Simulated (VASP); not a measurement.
# CoSi2 (P1) in VASP: notebook, part 2 of 2

VASP 6.6.1. The steps go on from the part before.

## Step 6: Single point, PBEsol

File INCAR:

```
SYSTEM = CoSi2
ALGO = Normal ; EDIFF = 1E-6
ENCUT = 520 ; GGA = PS
ISIF = 2 ; ISMEAR = -1
LASPH = .TRUE. ; LCHARG = .FALSE.
LREAL = .FALSE. ; LWAVE = .FALSE.
NBANDS = 46 ; NELM = 80
PREC = Accurate ; SIGMA = 0.3
```

File KPOINTS:

```
k-points
0
G
  3 3 3
  0 0 0
```

File POSCAR:

```
CoSi2
1.0
    5.4529660000      0.0000000000      0.0000000000
    0.0000000000      5.4529660000      0.0000000000
    0.0000000000      0.0000000000      5.4529660000
Co Si
4 8
Direct
   -0.0267377424      0.0493676286      0.0156428630
    0.4810409601      0.5546522755     -0.0262609376
    0.5194787571     -0.0222264360      0.4952534089
    0.0142124488      0.4355978013      0.4815727808
    0.2621142329      0.2111328037      0.2955455801
    0.7888734314      0.7190948926      0.7481433040
    0.7539933313      0.7472080332      0.2732824668
    0.2705500089      0.2212007190      0.8144375006
    0.7419265039      0.2412631951      0.7363515562
    0.2140119707      0.7694528079      0.2677808737
    0.2735025305      0.7877180969      0.7364432494
    0.7201768725      0.2664421528      0.1989192671
```

Potentials or basis: VASP PAW PBE potentials, release 64 (Co, Si).

On the command line:

```bash
$ cat potpaw_PBE.64/Co/POTCAR potpaw_PBE.64/Si/POTCAR > POTCAR
$ mpirun -np 1 vasp_std > vasp.out
```

OUTCAR:

```text
SYSTEM = CoSi2
   EDIFF = 1E-6
   ENCUT = 520
   GGA = PS
   ISIF = 2
   ISMEAR = -1
   LASPH = .TRUE.
   LREAL = .FALSE.
   NELM = 80
   PREC = Accurate

 ion  position               nearest neighbor table
   1  0.973  0.049  0.016-  12 2.07   8 2.17   9 2.24   5 2.36  10 2.44   7 2.47   6 2.53  11 2.65

   2  0.481  0.555  0.974-  11 2.14   6 2.27   8 2.32  12 2.38   7 2.45  10 2.46   9 2.57   5 2.83

   3  0.519  0.978  0.495-  11 2.15   7 2.16   5 2.19   9 2.29  10 2.37   6 2.46  12 2.51   8 2.58
[... 5 lines left out ...]
   6  0.789  0.719  0.748-   2 2.27   4 2.45   3 2.46   1 2.53   7 2.60   9 2.62  11 2.67  11 2.84
                             9 2.86   7 2.87
   7  0.754  0.747  0.273-   3 2.16   2 2.45   1 2.47   4 2.49  10 2.51   6 2.60  12 2.66  12 2.87
                             6 2.87  10 2.95
   8  0.271  0.221  0.814-   1 2.17   2 2.32  11 2.40   4 2.57   3 2.58   9 2.61   5 2.62   5 2.83
                             9 2.92  11 3.12
   9  0.742  0.241  0.736-   1 2.24   4 2.29   3 2.29  12 2.53   2 2.57   8 2.61   6 2.62   6 2.86
                             8 2.92  12 2.94
[... 890 lines left out ...]
     46      13.5545      0.00000

------------------------ aborting loop because EDIFF is reached ----------------------------------------

  FORCE on cell =-STRESS in cart. coord.  units (eV):
  Direction    XX          YY          ZZ          XY          YZ          ZX
  --------------------------------------------------------------------------------------
  -------------------------------------------------------------------------------------
  Total       -2.0892960     -1.0873649     -4.8955060     -4.0349291     -1.1829693     -2.9893446
  in kB      -20.6448715    -10.7445325    -48.3737552    -39.8701726    -11.6892246    -29.5384836
  external PRESSURE =     -26.5877198 kB  Pullay stress =       0.0000000 kB

 VOLUME and BASIS-vectors are now :
 -----------------------------------------------------------------------------
  energy-cutoff  :      520.00
  volume of cell :      162.14
      direct lattice vectors                 reciprocal lattice vectors
     5.452966000  0.000000000  0.000000000     0.183386436  0.000000000  0.000000000
     0.000000000  5.452966000  0.000000000     0.000000000  0.183386436  0.000000000
     0.000000000  0.000000000  5.452966000     0.000000000  0.000000000  0.183386436

 POSITION                                       TOTAL-FORCE (eV/Angst)
 -----------------------------------------------------------------------------------
      5.30717      0.26920      0.08530         1.325419     -3.174433     -0.080016
      2.62310      3.02450      5.30977         0.783053     -1.620861      1.657157
      2.83270      5.33177      2.70060         0.353637      0.910169      0.430177
      0.07750      2.37530      2.62600        -1.221203      2.443926      1.042676
      1.42930      1.15130      1.61160         0.479809      0.809267     -1.303851
      4.30170      3.92120      4.07960        -0.249339      0.788710     -0.137778
      4.11150      4.07450      1.49020         0.272493     -0.814965     -1.197805
      1.47530      1.20620      4.44110         0.120750      2.035372     -1.920644
      4.04570      1.31560      4.01530        -0.001119      0.458002     -0.202685
      1.16700      4.19580      1.46020         0.811765     -1.481264     -0.948322
      1.49140      4.29540      4.01580        -1.711923     -1.480224      0.679128
      3.92710      1.45290      1.08470        -0.963343      1.126301      1.981963
 -----------------------------------------------------------------------------------
    total drift:                                0.000129     -0.000286      0.000238

  FREE ENERGIE OF THE ION-ELECTRON SYSTEM (eV)
  ---------------------------------------------------
  free  energy   TOTEN  =       -81.1813565499 eV

  energy  without entropy=      -79.6053387936  energy(sigma->0) =      -80.39334767
```

OSZICAR:

```text
N       E                     dE             d eps       ncg     rms          rms(c)
DAV:   1     0.440093070318E+03    0.44009E+03   -0.26871E+04  1288   0.148E+03
DAV:   2    -0.436401657102E+02   -0.48373E+03   -0.46313E+03  1288   0.345E+02
[... 12 lines left out ...]
DAV:  15    -0.811815524617E+02   -0.11182E-03   -0.28052E-03  1778   0.398E-01    0.205E-01
DAV:  16    -0.811814128000E+02    0.13966E-03   -0.22942E-04  1962   0.191E-01    0.122E-01
DAV:  17    -0.811813569709E+02    0.55829E-04   -0.19368E-04  2010   0.137E-01    0.268E-02
DAV:  18    -0.811813577676E+02   -0.79670E-06   -0.18992E-05  1892   0.463E-02    0.156E-02
DAV:  19    -0.811813564465E+02    0.13211E-05   -0.32933E-06  1078   0.225E-02    0.473E-03
DAV:  20    -0.811813565499E+02   -0.10346E-06   -0.11687E-06   842   0.989E-03
   1 F= -.81181357E+02 E0= -.80393348E+02  d E =-.157602E+01
```

Wall time 2.5 min (1 thread of Intel Xeon Platinum 8259CL at 2.50GHz (Skylake/Cascade Lake), shared host); peak memory 0.29 GiB.

Results:

* Free energy: -81.1814 eV
* Pressure: -2.7 GPa
* Largest force: 3.441 eV/Å
* Band gap on the k mesh: zero (band 34 reaches 9.98 eV, above the bottom of band 35 at 9.11 eV)

Forces in eV/Å, atoms in the order of the input:
```
Co   1.325 -3.174 -0.080
Co   0.783 -1.621  1.657
Co   0.354  0.910  0.430
Co  -1.221  2.444  1.043
Si   0.480  0.809 -1.304
Si  -0.249  0.789 -0.138
Si   0.272 -0.815 -1.198
Si   0.121  2.035 -1.921
Si  -0.001  0.458 -0.203
Si   0.812 -1.481 -0.948
Si  -1.712 -1.480  0.679
Si  -0.963  1.126  1.982
```

Caveat: the k points lie up to 0.38 Å⁻¹ apart; the PAW data sets were made with another functional, which shifts forces and pressure a little.

## Step 7: Single point, PBEsol

File INCAR:

```
SYSTEM = CoSi2
PREC     = Accurate       ! precision mode
ENCUT    = 520            ! plane-wave cutoff, eV
EDIFF    = 1E-6           ! SCF threshold, eV
ISMEAR   = -1             ! smearing method
SIGMA    = 0.3            ! smearing width, eV
LREAL    = .FALSE.        ! projectors in reciprocal space
LASPH    = .TRUE.         ! aspherical terms in the spheres
NELM     = 80             ! most SCF steps
ALGO     = Normal         ! electronic algorithm
ISIF     = 2              ! what is computed and relaxed
LWAVE    = .FALSE.        ! write WAVECAR
LCHARG   = .FALSE.        ! write CHGCAR
GGA      = PS             ! functional
NBANDS   = 46             ! bands
```

File KPOINTS:

```
Automatic mesh
0
G
  3 3 3
  0 0 0
```

File POSCAR:

```
CoSi2
1.0
    5.4529660000      0.0000000000      0.0000000000
    0.0000000000      5.4529660000      0.0000000000
    0.0000000000      0.0000000000      5.4529660000
Co Si
4 8
Direct
   -0.0261325671      0.0393730678      0.0027507965
    0.4675987343      0.5346448153     -0.0004584661
    0.5209275099     -0.0355402913      0.5080171048
    0.0124152617      0.4537163811      0.5176265541
    0.2355782156      0.2506342420      0.2606104641
    0.7585046377      0.7719835407      0.7101272959
    0.7747526759      0.7274389754      0.2774453389
    0.2776654026      0.2345695902      0.7273289436
    0.7418714879      0.2639664359      0.7780903090
    0.2958756757      0.7783103727      0.2356882475
    0.2374304186      0.7672338320      0.7214972549
    0.7311800587      0.2222643603      0.2305901045
```

Potentials or basis: VASP PAW PBE potentials, release 64 (Co, Si).

On the command line:

```bash
$ cat potpaw_PBE.64/Co/POTCAR potpaw_PBE.64/Si/POTCAR > POTCAR
$ mpirun -np 1 vasp_std > vasp.out
```

OUTCAR:

```text
SYSTEM = CoSi2
   PREC = Accurate
   ENCUT = 520
   EDIFF = 1E-6
   ISMEAR = -1
   LREAL = .FALSE.
   LASPH = .TRUE.
   NELM = 80
   ISIF = 2
   GGA = PS

 ion  position               nearest neighbor table
   1  0.974  0.039  0.003-  12 2.07   9 2.15   5 2.31   6 2.46   8 2.48   7 2.51  11 2.57  10 2.59

   2  0.468  0.535  1.000-  10 2.07  11 2.34   9 2.42   8 2.44   5 2.45   7 2.49  12 2.56   6 2.58

   3  0.521  0.964  0.508-   6 2.00  10 2.18  11 2.21   7 2.27   8 2.31  12 2.36   9 2.51   5 2.58
[... 5 lines left out ...]
   6  0.759  0.772  0.710-   3 2.00   7 2.37   4 2.46   1 2.46   2 2.58  11 2.61   9 2.71   9 2.80
                            11 2.84   7 3.10
   7  0.775  0.727  0.277-   3 2.27   4 2.37   6 2.37   2 2.49   1 2.51  10 2.64  12 2.72  12 2.78
                            10 2.86   6 3.10
   8  0.278  0.235  0.727-   4 2.20   3 2.31   2 2.44   1 2.48   9 2.55   5 2.56  11 2.56  11 2.91
                             5 2.92   9 2.94
   9  0.742  0.264  0.778-   1 2.15   4 2.29   2 2.42  12 2.48   3 2.51   8 2.55   6 2.71   6 2.80
                             8 2.94  12 2.99
  10  0.296  0.778  0.236-   2 2.07   3 2.18   1 2.59   5 2.60   7 2.64  11 2.67   4 2.81  11 2.82
[... 890 lines left out ...]

------------------------ aborting loop because EDIFF is reached ----------------------------------------

  FORCE on cell =-STRESS in cart. coord.  units (eV):
  Direction    XX          YY          ZZ          XY          YZ          ZX
  --------------------------------------------------------------------------------------
  -------------------------------------------------------------------------------------
  Total       -2.8783937     -4.2049198     -0.5167098     -7.7626529      1.7120444     -0.5332096
  in kB      -28.4421489    -41.5498952     -5.1057427    -76.7047714     16.9171514     -5.2687814
  external PRESSURE =     -25.0325956 kB  Pullay stress =       0.0000000 kB

 VOLUME and BASIS-vectors are now :
 -----------------------------------------------------------------------------
  energy-cutoff  :      520.00
  volume of cell :      162.14
      direct lattice vectors                 reciprocal lattice vectors
     5.452966000  0.000000000  0.000000000     0.183386436  0.000000000  0.000000000
     0.000000000  5.452966000  0.000000000     0.000000000  0.183386436  0.000000000
     0.000000000  0.000000000  5.452966000     0.000000000  0.000000000  0.183386436

 POSITION                                       TOTAL-FORCE (eV/Angst)
 -----------------------------------------------------------------------------------
      5.31047      0.21470      0.01500         2.569508     -2.853549     -0.809008
      2.54980      2.91540      5.45047         1.612614     -1.988086     -1.096548
      2.84060      5.25917      2.77020        -1.452009      3.414922     -1.671017
      0.06770      2.47410      2.82260        -1.251209      1.954743     -0.166243
      1.28460      1.36670      1.42110         1.004235     -0.079587     -1.094951
      4.13610      4.20960      3.87230         1.937625     -2.313539      3.601796
      4.22470      3.96670      1.51290         0.121698     -0.214248     -1.997576
      1.51410      1.27910      3.96610        -0.190686      0.232734      1.181297
      4.04540      1.43940      4.24290        -0.741855      0.684359     -1.383635
      1.61340      4.24410      1.28520        -2.260604      0.222841      0.294432
      1.29470      4.18370      3.93430        -0.337078     -0.880717      1.158701
      3.98710      1.21200      1.25740        -1.012238      1.820127      1.982752
 -----------------------------------------------------------------------------------
    total drift:                                0.000573     -0.000210     -0.000286

  FREE ENERGIE OF THE ION-ELECTRON SYSTEM (eV)
  ---------------------------------------------------
  free  energy   TOTEN  =       -81.4543476232 eV

  energy  without entropy=      -79.9988767402  energy(sigma->0) =      -80.72661218
```

Run time: 2.4 min. Hardware: 1 thread of Intel Xeon Platinum 8259CL at 2.50GHz (Skylake/Cascade Lake), shared host; peak memory 0.29 GiB.

Results:

```yaml
Free_energy: -81.4543 eV
Pressure: -2.5 GPa
Largest_force: 4.699 eV/Å
Band_gap_on_the_k_mesh: zero (band 34 reaches 9.93 eV, above the bottom of band 35 at 9.00 eV)
```

Forces on the atoms (eV/Å):
```
Co   2.570 -2.854 -0.809
Co   1.613 -1.988 -1.097
Co  -1.452  3.415 -1.671
Co  -1.251  1.955 -0.166
Si   1.004 -0.080 -1.095
Si   1.938 -2.314  3.602
Si   0.122 -0.214 -1.998
Si  -0.191  0.233  1.181
Si  -0.742  0.684 -1.384
Si  -2.261  0.223  0.294
Si  -0.337 -0.881  1.159
Si  -1.012  1.820  1.983
```

Caveat: the k points lie up to 0.38 Å⁻¹ apart; the PAW data sets were made with another functional, which shifts forces and pressure a little.
